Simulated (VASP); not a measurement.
# BaTiO3 (P4/mmm) in VASP: notebook, part 2 of 2

VASP 6.6.1. Earlier steps stand in the parts before.

## 5. Single point, PBE (strain along c alone, the other axes held: +3.0 %)

File INCAR:

```
ALGO     = Normal         # electronic algorithm
EDIFF    = 1E-6           # SCF threshold, eV
ENCUT    = 520            # plane-wave cutoff, eV
GGA      = PE             # functional
ISIF     = 2              # what is computed and relaxed
ISMEAR   = 0              # smearing method
LASPH    = T              # aspherical terms in the spheres
LCHARG   = F              # write CHGCAR
LREAL    = F              # projectors in reciprocal space
LWAVE    = F              # write WAVECAR
NBANDS   = 28             # bands
NELM     = 100            # most SCF steps
PREC     = Accurate       # precision mode
SIGMA    = 0.02           # smearing width, eV
```

File KPOINTS:

```
k-points
0
Gamma
  8 8 8
```

File POSCAR:

```
BaTiO3
1.0
    4.0192509343      0.0000000000      0.0000000000
    0.0000000000      4.0192509343      0.0000000000
    0.0000000000      0.0000000000      4.1398284623
Ba Ti O
1 1 3
Direct
    0.5000000000      0.5000000000      0.5000000000
    0.0000000000      0.0000000000      0.0000000000
    0.5000000000      0.0000000000      0.0000000000
    0.0000000000      0.5000000000      0.0000000000
    0.0000000000      0.0000000000      0.5000000000
```

Potentials or basis: VASP PAW PBE potentials, release 64 (Ba_sv, Ti_sv, O).

The run is started by

```sh
$ cat potpaw_PBE.64/Ba_sv/POTCAR potpaw_PBE.64/Ti_sv/POTCAR potpaw_PBE.64/O/POTCAR > POTCAR
$ mpirun -np 1 vasp_std > vasp.out
```

OUTCAR:

```text
EDIFF = 1E-6
   ENCUT = 520
   GGA = PE
   ISIF = 2
   ISMEAR = 0
   LASPH = T
   LREAL = F
   NELM = 100
   PREC = Accurate

 ion  position               nearest neighbor table
   1  0.500  0.500  0.500-   5 2.84   5 2.84   5 2.84   5 2.84   4 2.88   3 2.88   4 2.88   3 2.88
                             4 2.88   3 2.88   4 2.88   3 2.88   2 3.52   2 3.52   2 3.52   2 3.52
   2  0.000  0.000  0.000-   3 2.01   4 2.01   4 2.01   3 2.01   5 2.07   5 2.07   1 3.52   1 3.52
                             1 3.52   1 3.52   1 3.52   1 3.52   1 3.52   1 3.52
   3  0.500  0.000  0.000-   2 2.01   2 2.01   1 2.88   1 2.88   1 2.88   1 2.88
   4  0.000  0.500  0.000-   2 2.01   2 2.01   1 2.88   1 2.88   1 2.88   1 2.88
   5  0.000  0.000  0.500-   2 2.07   2 2.07   1 2.84   1 2.84   1 2.84   1 2.84

  LATTYP: Found a simple tetragonal cell.
 ALAT       =     4.0192509343
 C/A-ratio  =     1.0300000000

  Lattice vectors:

 A1 = (   4.0192509343,   0.0000000000,   0.0000000000)
 A2 = (   0.0000000000,   4.0192509343,   0.0000000000)
 A3 = (   0.0000000000,   0.0000000000,   4.1398284623)

Analysis of symmetry for initial positions (statically):
[... 181 lines left out ...]

 val. band max:        3.5535776801   @ k =   0.5000   0.5000   0.5000
 cond. band min:       5.1607206948   @ k =   0.0000   0.0000   0.0000
 fundamental gap:      1.6071430147
 Fermi energy:         3.7644876277

 k-point     1 :       0.0000    0.0000    0.0000
  band No.  band energies     occupation
      1     -53.2933      2.00000
      2     -29.4847      2.00000
      3     -29.4847      2.00000
      4     -29.4826      2.00000
      5     -21.4033      2.00000
      6     -13.3018      2.00000
[... 733 lines left out ...]
     27      11.2438      0.00000
     28      12.0389      0.00000

 [... further k-points ...]

------------------------ aborting loop because EDIFF is reached ----------------------------------------

  FORCE on cell =-STRESS in cart. coord.  units (eV):
  Direction    XX          YY          ZZ          XY          YZ          ZX
  --------------------------------------------------------------------------------------
  -------------------------------------------------------------------------------------
  Total       -0.5369164     -0.5369164     -2.4421847      0.0000000      0.0000000      0.0000000
  in kB      -12.8630714    -12.8630714    -58.5081669      0.0000000      0.0000000      0.0000000
  external PRESSURE =     -28.0781033 kB  Pullay stress =       0.0000000 kB

 VOLUME and BASIS-vectors are now :
 -----------------------------------------------------------------------------
  energy-cutoff  :      520.00
  volume of cell :       66.88
      direct lattice vectors                 reciprocal lattice vectors
     4.019250934  0.000000000  0.000000000     0.248802579  0.000000000  0.000000000
     0.000000000  4.019250934  0.000000000     0.000000000  0.248802579  0.000000000
     0.000000000  0.000000000  4.139828462     0.000000000  0.000000000  0.241555902

 POSITION                                       TOTAL-FORCE (eV/Angst)
 -----------------------------------------------------------------------------------
      2.00963      2.00963      2.06991         0.000000      0.000000      0.000000
      0.00000      0.00000      0.00000         0.000000      0.000000      0.000000
      2.00963      0.00000      0.00000         0.000000      0.000000      0.000000
      0.00000      2.00963      0.00000         0.000000      0.000000      0.000000
      0.00000      0.00000      2.06991         0.000000      0.000000      0.000000
 -----------------------------------------------------------------------------------
    total drift:                                0.000000     -0.000000      0.000000

  FREE ENERGIE OF THE ION-ELECTRON SYSTEM (eV)
  ---------------------------------------------------
  free  energy   TOTEN  =       -39.9564209520 eV

  energy  without entropy=      -39.9564209520  energy(sigma->0) =      -39.95642095
```

OSZICAR:

```text
N       E                     dE             d eps       ncg     rms          rms(c)
DAV:   1     0.426458112981E+03    0.42646E+03   -0.20285E+04  4200   0.151E+03
DAV:   2    -0.895198735962E+01   -0.43541E+03   -0.41619E+03  4920   0.413E+02
DAV:   3    -0.491166111951E+02   -0.40165E+02   -0.39788E+02  4924   0.131E+02
DAV:   4    -0.511164673368E+02   -0.19999E+01   -0.19956E+01  6668   0.258E+01
DAV:   5    -0.511526854034E+02   -0.36218E-01   -0.36203E-01  5452   0.331E+00    0.221E+01
DAV:   6    -0.402610996539E+02    0.10892E+02   -0.59207E+01  5912   0.642E+01    0.100E+01
DAV:   7    -0.401742378766E+02    0.86862E-01   -0.11185E+01  5608   0.238E+01    0.632E+00
DAV:   8    -0.399765573737E+02    0.19768E+00   -0.60272E-01  5228   0.643E+00    0.365E+00
DAV:   9    -0.400020796360E+02   -0.25522E-01   -0.54134E-01  5936   0.645E+00    0.196E+00
DAV:  10    -0.399620362164E+02    0.40043E-01   -0.23907E-01  5044   0.458E+00    0.598E-01
DAV:  11    -0.399567366546E+02    0.52996E-02   -0.27877E-02  5032   0.101E+00    0.242E-01
DAV:  12    -0.399564742263E+02    0.26243E-03   -0.29435E-03  5208   0.492E-01    0.693E-02
DAV:  13    -0.399565566223E+02   -0.82396E-04   -0.23149E-04  6028   0.105E-01    0.100E-01
DAV:  14    -0.399564191926E+02    0.13743E-03   -0.34848E-04  5344   0.181E-01    0.958E-03
DAV:  15    -0.399564205324E+02   -0.13398E-05   -0.20349E-05  5696   0.275E-02    0.510E-03
DAV:  16    -0.399564209520E+02   -0.41953E-06   -0.12536E-06  3108   0.973E-03
   1 F= -.39956421E+02 E0= -.39956421E+02  d E =-.111273E-52
```

stdout:

```text
POSCAR found type information on POSCAR BaTiO
 POSCAR found :  3 types and       5 ions
 scaLAPACK will be used
 LDA part: xc-table for (Slater+PW92), standard interpolation
 POSCAR, INCAR and KPOINTS ok, starting setup
 FFT: planning ... GRIDC
 FFT: planning ... GRID_SOFT
 FFT: planning ... GRID
 WAVECAR not read
 entering main loop
```

Run time: 1.7 min. Hardware: 1 thread of Intel Xeon Platinum 8375C at 2.90GHz (Ice Lake), shared host; peak memory 0.27 GiB.

Results:

```
Free energy            : -39.9564 eV
Pressure               : -2.8 GPa
Band gap on the k mesh : 1.61 eV, indirect (least direct gap 1.82 eV)
```

Stress tensor (GPa, compression positive):
```
-1.29  0.00  0.00
 0.00 -1.29  0.00
 0.00  0.00 -5.85
```

Caveat: the cell differs from its parent crystal (strain along c alone, the other axes held: +3.0 %); spin-orbit coupling is left out, which moves the levels of the heavy elements.

## 6. Overview

| cell | gap on the mesh (eV) | pressure (GPa) |
| --- | --- | --- |
| a = 4.140, b = 3.989, c = 3.989 Å, 5 atoms | 1.62 | -0.3 |
| a = 4.019, b = 4.019, c = 4.100 Å, 5 atoms | 1.64 | -1.4 |
| a = 4.019, b = 4.019, c = 4.140 Å, 5 atoms | 1.61 | -2.8 |

Alike in all rows: task single point; level PBE; potentials or basis VASP PAW PBE potentials, release 64 (Ba_sv, Ti_sv, O); no spin polarisation; k mesh 8 × 8 × 8; cutoff (eV) 520; smearing gaussian 0.02 eV.

Caveats: spin-orbit coupling is left out, which moves the levels of the heavy elements.

Absolute energies hang on the potentials; compare differences alone.
